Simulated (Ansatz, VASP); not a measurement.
**PbI2Cl2: VASP beside Ansatz**

```
Pb I Cl
1.0
     5.51277    0.00000    0.00000
    -2.75639    4.77420    0.00000
     0.00000    0.00000    8.33482
Pb I Cl
1 2 2
Cartesian
  0.0000 0.0000 0.0000
  0.0000 3.1828 6.9464
  2.7564 1.5914 1.3884
  0.0000 3.1828 4.3469
  2.7564 1.5914 3.9879
```

Change from the starting cell: species swapped into the CaH2O2 type (P-3m1, No. 164).

Alike in both runs: functional PBE; k mesh 6 × 6 × 4; occupations gaussian, width 0.1 eV; no spin polarisation.

Ansatz relaxed the structure, and its values are those at the end. VASP's run is a single point on that final structure, the one shown.

|  | VASP | Ansatz |
| --- | --- | --- |
| version | VASP 6.6.1 | Ansatz 0.2.0 |
| potentials or method | VASP PAW PBE potentials, release 64 (Pb_d, I, Cl), cutoff 520 eV | scalar-relativistic, plane waves, PAW |
| valence electrons in the cell | 42 | 62 |

```csv
,VASP,Ansatz,Ansatz less VASP
gap on the k mesh at the Fermi level (eV),none,none,-
pressure (GPa),0.0,0.1,+0.06
rms of the force components (eV/Å),0.006,0.012,+0.0062
```

A gap of «none» marks a metal or a gap that the smearing closes. VASP's potentials hold 42 valence electrons a cell and Ansatz's 62, so a difference there can come from the potentials and not from the codes.

Neither program's run includes spin-orbit coupling.
